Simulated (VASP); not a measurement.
# Ta2AlC2N (I4/mmm) in VASP: notebook, part 2 of 3

VASP 6.6.1. Earlier steps stand in the parts before.

### Step 3. Single point, PBE

This run uses another cell than the first one, of 12.49 Å³/atom.

File INCAR:

```
ALGO = Normal
EDIFF = 1E-7
ENCUT = 520
GGA = PE
ISIF = 2
ISMEAR = 0
LASPH = T
LCHARG = T
LELF = T
LREAL = F
LVHAR = T
LWAVE = F
NBANDS = 28
NELM = 100
PREC = Accurate
SIGMA = 0.1
```

File KPOINTS:

```
k-points
0
Gamma
  6 6 6
```

File POSCAR:

```
Ta2AlC2N
1.0
   -1.8329358100      1.8329358100      5.5772498800
    1.8329358100     -1.8329358100      5.5772498800
    1.8329358100      1.8329358100     -5.5772498800
Ta Al C N
2 1 2 1
Direct
    0.7500000000      0.2500000000      0.5000000000
    0.2500000000      0.7500000000      0.5000000000
    0.0000000000      0.0000000000      0.0000000000
    0.3590180000      0.3590180000      0.0000000000
    0.6409820000      0.6409820000      0.0000000000
    0.5000000000      0.5000000000      0.0000000000
```

Potentials or basis: VASP PAW PBE potentials, release 64 (Ta_pv, Al, C, N).

Run with:

```
$ cat potpaw_PBE.64/Ta_pv/POTCAR potpaw_PBE.64/Al/POTCAR potpaw_PBE.64/C/POTCAR potpaw_PBE.64/N/POTCAR > POTCAR
$ mpirun -np 1 vasp_std > vasp.out
```

OUTCAR:

```text
EDIFF = 1E-7
   ENCUT = 520
   GGA = PE
   ISIF = 2
   ISMEAR = 0
   LASPH = T
   LREAL = F
   NELM = 100
   PREC = Accurate

 ion  position               nearest neighbor table
   1  0.750  0.250  0.500-   4 2.20   5 2.20   4 2.20   5 2.20   2 2.59   2 2.59   2 2.59   2 2.59
                             3 3.34   3 3.34   3 3.34   3 3.34
   2  0.250  0.750  0.500-   4 2.20   5 2.20   4 2.20   5 2.20   1 2.59   1 2.59   1 2.59   1 2.59
                             3 3.34   3 3.34   3 3.34   3 3.34
   3  0.000  0.000  0.000-   1 3.34   2 3.34   1 3.34   2 3.34   1 3.34   2 3.34   1 3.34   2 3.34

   4  0.359  0.359  0.000-   6 1.57   2 2.20   1 2.20   2 2.20   1 2.20
   5  0.641  0.641  0.000-   6 1.57   1 2.20   2 2.20   1 2.20   2 2.20
   6  0.500  0.500  0.000-   4 1.57   5 1.57

  LATTYP: Found a body centered tetragonal cell.
 ALAT       =     3.6658716200
 C/A-ratio  =     3.0427960704

  Lattice vectors:

 A1 = (  -1.8329358100,   1.8329358100,   5.5772498800)
 A2 = (   1.8329358100,  -1.8329358100,   5.5772498800)
 A3 = (   1.8329358100,   1.8329358100,  -5.5772498800)

Analysis of symmetry for initial positions (statically):
=====================================================================
 Subroutine PRICEL returns:
 Original cell was already a primitive cell.

 Routine SETGRP: Setting up the symmetry group for a
 body centered tetragonal supercell.

 Subroutine GETGRP returns: Found 16 space group operations
 (whereof 16 operations were pure point group operations)
 out of a pool of 16 trial point group operations.

The static configuration has the point symmetry D_4h.

Analysis of symmetry for dynamics (positions and initial velocities):
=====================================================================
 Subroutine PRICEL returns:
 Original cell was already a primitive cell.

 Routine SETGRP: Setting up the symmetry group for a
 body centered tetragonal supercell.

 Subroutine GETGRP returns: Found 16 space group operations
 (whereof 16 operations were pure point group operations)
 out of a pool of 16 trial point group operations.

The dynamic configuration has the point symmetry D_4h.

 Subroutine INISYM returns: Found 16 space group operations
 (whereof 16 operations are pure point group operations),
 and found     1 'primitive' translations

----------------------------------------------------------------------------------------

                                     Primitive cell

  volume of cell :      74.9505

  direct lattice vectors                    reciprocal lattice vectors
    -1.832935810  1.832935810  5.577249880     0.000000000  0.272786421  0.089649919
     1.832935810 -1.832935810  5.577249880     0.272786421  0.000000000  0.089649919
     1.832935810  1.832935810 -5.577249880     0.272786421  0.272786421  0.000000000

  length of vectors
     6.150205167  6.150205167  6.150205167     0.287140279  0.287140279  0.385778257

  position of ions in fractional coordinates (direct lattice)
     0.750000000  0.250000000  0.500000000
     0.250000000  0.750000000  0.500000000
     0.000000000  0.000000000  0.000000000
     0.359018000  0.359018000  0.000000000
     0.640982000  0.640982000  0.000000000
     0.500000000  0.500000000  0.000000000

  ion indices of the primitive-cell ions
[... 31 lines left out ...]

 Found     30 irreducible k-points:

 Following reciprocal coordinates:
            Coordinates               Weight
  0.000000  0.000000  0.000000      1.000000
  0.166667  0.000000  0.000000      8.000000
  0.333333 -0.000000  0.000000      8.000000
  0.500000  0.000000  0.000000      4.000000
  0.166667  0.166667 -0.000000      8.000000
  0.333333  0.166667 -0.000000     16.000000
[... 16 lines left out ...]
 -0.333333 -0.333333  0.166667      8.000000
 -0.166667 -0.333333  0.166667      8.000000
 [... further k-points ...]
   k-points           NKPTS =     30   k-points in BZ     NKDIM =     30   number of bands    NBANDS=     28
   number of dos      NEDOS =    301   number of ions     NIONS =      6
   total plane-waves  NPLWV = 110592
   dimension x,y,z NGX =    48 NGY =   48 NGZ =   48
   dimension x,y,z NGXF=    96 NGYF=   96 NGZF=   96
   ions per type =               2   1   2   1
   NGX,Y,Z   is equivalent  to a cutoff of  12.97, 12.97, 12.97 a.u.
   NGXF,Y,Z  is equivalent  to a cutoff of  25.95, 25.95, 25.95 a.u.
 SYSTEM =  unknown system
   PREC   = accura    normal or accurate (medium, high low for compatibility)
   ISTART =      0    job   : 0-new  1-cont  2-samecut
   ICHARG =      2    charge: 1-file 2-atom 10-const
   ISPIN  =      1    spin polarized calculation?
   LNONCOLLINEAR =      F non collinear calculations
   LSORBIT =      F    spin-orbit coupling
   LASPH  =      T    aspherical Exc in radial PAW
   ENCUT  =  520.0 eV  38.22 Ry    6.18 a.u.  11.44 11.44 11.44*2*pi/ulx,y,z
   NELM   =    100;   NELMIN=  2; NELMDL= -5     # of ELM steps
   EDIFF  = 0.1E-06   stopping-criterion for ELM
   LREAL  =      F    real-space projection
   EDIFFG = 0.1E-05   stopping-criterion for IOM
   NSW    =      0    number of steps for IOM
   IBRION =     -1    ionic relax: 0-MD 1-quasi-New 2-CG
   NFREE  =      0    steps in history (QN), initial steepest desc. (CG)
   ISIF   =      2    stress and relaxation
   ISYM   =      2    0-nonsym 1-usesym 2-fastsym
   POTIM  = 0.5000    time-step for ionic-motion
   TEBEG  =    0.0;   TEEND  =   0.0 temperature during run
   PSTRESS=    0.0 pullay stress
   NELECT =      38.0000    total number of electrons
   NUPDOWN=      -1.0000    fix difference up-down
   EMIN   =  10.00;   EMAX   =-10.00  energy-range for DOS
   EFERMI =   0.00;   METHOD = LEGACY
   ISMEAR =     0;   SIGMA  =   0.10  broadening in eV -4-tet -1-fermi 0-gaus
   EFERMI_NEDOS =   21; number of points for ismear=-14 and -15
   IALGO  =     38    algorithm
   IMIX   =      4    mixing-type and parameters
     AMIX     =   0.40;   BMIX     =  1.00
     AMIX_MAG =   1.60;   BMIX_MAG =  1.00
  volume/ion in A,a.u.               =      12.49        84.30
  Fermi-wavevector in a.u.,A,eV,Ry     =   1.305403  2.466853 23.185363  1.704076
  Thomas-Fermi vector in A             =   2.436274
   LORBIT       =      0    0 simple, 1 ext, 2 COOP (PROOUT), +10 PAW based schemes
   GGA     = PE    functional components
   LHFCALC =     F    Hartree Fock is set to
   AEXX    =    0.0000 exact exchange contribution
   IVDW    =     0    specifies the selected vdW correction
   LEPSILON=     F    determine dielectric tensor
   LRPA    =     F    only Hartree local field effects (RPA)
 non-spin polarized calculation
 Gauss-broadening in eV      SIGMA  =   0.10
  energy-cutoff  :      520.00
  volume of cell :       74.95
 maximum number of plane-waves:      2046
 NGX is ok and might be reduce to    48
   NGX = 23   NGY = 23   NGZ = 23

 number of electron      38.0000003 magnetization

 Free energy of the ion-electron system (eV)
  ---------------------------------------------------
  ext. energy  EPLUGINS =         0.00000000
  ---------------------------------------------------
  free energy    TOTEN  =       -48.45759576 eV

  energy without entropy =      -48.44099049  energy(sigma->0) =      -48.44929313

 E-fermi :   6.5953     XC(G=0): -11.7303

 val. band max:        6.5904066375   @ k =  -0.3333   0.3333   0.1667
 cond. band min:       6.6008374437   @ k =   0.5000   0.1667  -0.0000
 fundamental gap:      0.0104308062
 Fermi energy:         6.5952799987

 k-point     1 :       0.0000    0.0000    0.0000
  band No.  band energies     occupation
      1     -28.3567      2.00000
      2     -28.3567      2.00000
      3     -27.7419      2.00000
      4     -27.2100      2.00000
      5     -26.6982      2.00000
      6     -26.6982      2.00000
[... 733 lines left out ...]
     27      12.6166      0.00000
     28      12.9545      0.00000

 [... further k-points ...]
[... 5 lines left out ...]
  --------------------------------------------------------------------------------------
  -------------------------------------------------------------------------------------
  Total       10.0031994     10.0031994     -4.7369682      0.0000000      0.0000000      0.0000000
  in kB      213.8330853    213.8330853   -101.2596564      0.0000000      0.0000000      0.0000000
  external PRESSURE =     108.8021714 kB  Pullay stress =       0.0000000 kB

 VOLUME and BASIS-vectors are now :
 -----------------------------------------------------------------------------
  energy-cutoff  :      520.00
  volume of cell :       74.95
      direct lattice vectors                 reciprocal lattice vectors
    -1.832935810  1.832935810  5.577249880     0.000000000  0.272786421  0.089649919
     1.832935810 -1.832935810  5.577249880     0.272786421  0.000000000  0.089649919
     1.832935810  1.832935810 -5.577249880     0.272786421  0.272786421  0.000000000

 POSITION                                       TOTAL-FORCE (eV/Angst)
 -----------------------------------------------------------------------------------
      0.00000      1.83294      2.78862         0.000000      0.000000      0.000000
      1.83294      0.00000      2.78862         0.000000      0.000000      0.000000
      0.00000      0.00000      0.00000         0.000000      0.000000      0.000000
      0.00000      0.00000      4.00467        -0.000000     -0.000000      2.123480
      0.00000      0.00000      7.14983        -0.000000     -0.000000     -2.123480
      0.00000      0.00000      5.57725         0.000000      0.000000      0.000000
 -----------------------------------------------------------------------------------
    total drift:                                0.000000     -0.000000      0.000000

  FREE ENERGIE OF THE ION-ELECTRON SYSTEM (eV)
  ---------------------------------------------------
  free  energy   TOTEN  =       -48.4575957585 eV

  energy  without entropy=      -48.4409904921  energy(sigma->0) =      -48.44929313
```

stdout:

```text
POSCAR found type information on POSCAR TaAlC N
 POSCAR found :  4 types and       6 ions
 scaLAPACK will be used
 LDA part: xc-table for (Slater+PW92), standard interpolation
 POSCAR, INCAR and KPOINTS ok, starting setup
 FFT: planning ... GRIDC
 FFT: planning ... GRID_SOFT
 FFT: planning ... GRID
 WAVECAR not read
 entering main loop
```

Run time: 91 s. Hardware: 1 thread of Intel Xeon Platinum 8488C (Sapphire Rapids), shared host; peak memory 0.36 GiB.

What came out:

* Free energy: -48.4576 eV
* Pressure: 10.9 GPa
* Largest force: 2.123 eV/Å
* Band gap on the k mesh: zero (bands 19 and 20 overlap by 1.94 eV)

Forces in eV/Å, atoms in the order of the input:
```
Ta   0.000  0.000  0.000
Ta   0.000  0.000  0.000
Al   0.000  0.000  0.000
C    0.000  0.000  2.123
C    0.000  0.000 -2.123
N    0.000  0.000  0.000
```

Levels at points of the mesh, in eV from the Fermi level:
```tsv
k point	band 16	band 17	band 18	band 19	band 20	band 21	band 22	band 23
(0.00, 0.00, 0.00)	-2.00	-1.91	-1.61	-1.61	-1.55	2.13	4.48	4.55
(0.50, 0.00, 0.00)	-1.69	-1.22	-0.94	0.38	0.50	0.52	0.89	1.74
(0.50, 0.50, 0.00)	-2.83	-2.26	-1.15	-0.59	0.60	1.13	2.42	3.47
(0.50, 0.50, 0.50)	-3.51	-1.47	-1.01	0.39	0.39	1.12	1.26	4.55
```

Caveat: the stress differs along the axes, from -10 to 21 GPa; spin-orbit coupling is left out, which moves the levels of the heavy elements; forces of over 1 eV/Å act on the atoms, so gaps and moduli don't describe the material at rest.

### Step 4. Relaxation of cell and atoms, PBE

This run uses another cell than the first one, of 12.49 Å³/atom.

File INCAR:

```
ALGO     = Normal         # electronic algorithm
EDIFF    = 1E-6           # SCF threshold, eV
EDIFFG   = -0.04          # ionic threshold
ENCUT    = 600            # plane-wave cutoff, eV
GGA      = PE             # functional
IBRION   = 2              # ionic algorithm
ISIF     = 3              # what is computed and relaxed
ISMEAR   = 0              # smearing method
LASPH    = True           # aspherical terms in the spheres
LCHARG   = False          # write CHGCAR
LREAL    = False          # projectors in reciprocal space
LWAVE    = False          # write WAVECAR
NELM     = 80             # most SCF steps
NSW      = 90             # ionic steps
PREC     = Accurate       # precision mode
SIGMA    = 0.1            # smearing width, eV
```

KPOINTS is that of step 3.

POSCAR is that of step 3.

Run with:

```
$ cat potpaw_PBE.64/Ta_pv/POTCAR potpaw_PBE.64/Al/POTCAR potpaw_PBE.64/C/POTCAR potpaw_PBE.64/N/POTCAR > POTCAR
$ mpirun -np 1 vasp_std > vasp.out
```

Wall time 20 min (1 thread of Intel Xeon Platinum 8488C (Sapphire Rapids), shared host); peak memory 0.44 GiB.

The run converged. Its results:

| Item | Value |
| --- | --- |
| Free energy | -51.4085 eV |
| Relaxed volume | 12.08 Å³/atom |
| Relaxed cell | a = 4.788 Å, b = 4.788 Å, c = 4.788 Å, α = 123.92°, β = 123.92°, γ = 83.34° |
| Space group after relaxing (to 0.1 Å) | I4/mmm (No. 139) |
| Energy gained by relaxing | 491.0 meV/atom |
| Ionic steps | 20 |
| Pressure after relaxing | 0.0 GPa |
| Largest force after relaxing | 0.012 eV/Å |
| Band gap on the k mesh | zero (bands 19 and 20 overlap by 2.29 eV) |

Forces on the atoms (eV/Å):
```
Ta   0.000  0.000  0.000
Ta   0.000  0.000  0.000
Al   0.000  0.000  0.000
C    0.000  0.000  0.012
C    0.000  0.000 -0.012
N    0.000  0.000  0.000
```

Stress tensor (GPa, compression positive):
```
-0.17  0.00  0.00
 0.00 -0.17  0.00
 0.00  0.00  0.43
```

Step by step:
```
step  energy change (eV)  largest force (eV/Å)  pressure (GPa)  volume (Å³)
   1              0.0000                2.1273           10.79        74.95
   2             -1.1425                1.0865          -13.04        84.08
   3             -1.1756                0.7933          -15.34        85.99
   4             -1.2204                7.1819            1.57        82.30
   5             -1.5901                1.9192           -8.26        83.91
   6             -1.8872                1.3347           -2.03        79.64
   7             -1.9617                0.9165            5.38        76.03
   8             -2.1203                0.1408            2.87        76.47
   9             -2.2607                2.1075           -2.71        77.61
  10             -2.2836                1.4727           -1.27        77.30
  11             -2.4037                1.5868           -1.80        77.34
  12             -2.6701                1.5167           -2.85        77.22
  13             -2.8558                1.0345           -3.28        75.88
  14             -2.8563                0.4403           -3.49        76.22
  15             -2.8579                0.5581           -3.45        76.15
  16             -2.8942                0.4377           -1.34        74.81
  17             -2.9213                0.2399            3.15        72.34
  18             -2.9379                0.2422            1.74        72.09
  19             -2.9386                0.3702            1.38        72.01
  20             -2.9461                0.0115            0.03        72.48
```

Final structure:
```
Ta Al C N
1.0
    -2.25086    2.25086    3.57649
     2.25086   -2.25086    3.57649
     2.25086    2.25086   -3.57649
Ta Al C N
2 1 2 1
Direct
  0.75000 0.25000 0.50000
  0.25000 0.75000 0.50000
  0.00000 0.00000 0.00000
  0.31886 0.31886 0.00000
  0.68114 0.68114 0.00000
  0.50000 0.50000 0.00000
```

Levels at points of the mesh, in eV from the Fermi level:
```csv
k point,band 16,band 17,band 18,band 19,band 20,band 21,band 22,band 23
"(0.00, 0.00, 0.00)",-2.79,-1.31,-1.31,1.86,1.86,2.69,2.69,3.26
"(0.50, 0.00, 0.00)",-2.00,-1.89,-0.99,-0.84,-0.24,0.57,1.49,2.60
"(0.50, 0.50, 0.00)",-2.69,-2.47,-1.39,-0.36,1.13,2.57,2.59,2.91
"(0.50, 0.50, 0.50)",-2.32,-1.87,-0.59,-0.59,1.21,1.85,1.85,2.39
```

Caveat: a cell axis changed by over 15 % at a fixed basis, so the end point is rough; spin-orbit coupling is left out, which moves the levels of the heavy elements.

(Part 2 of 3 ends here.)

The gap in the log of VASP goes by the Fermi energy; the results here count the filled bands.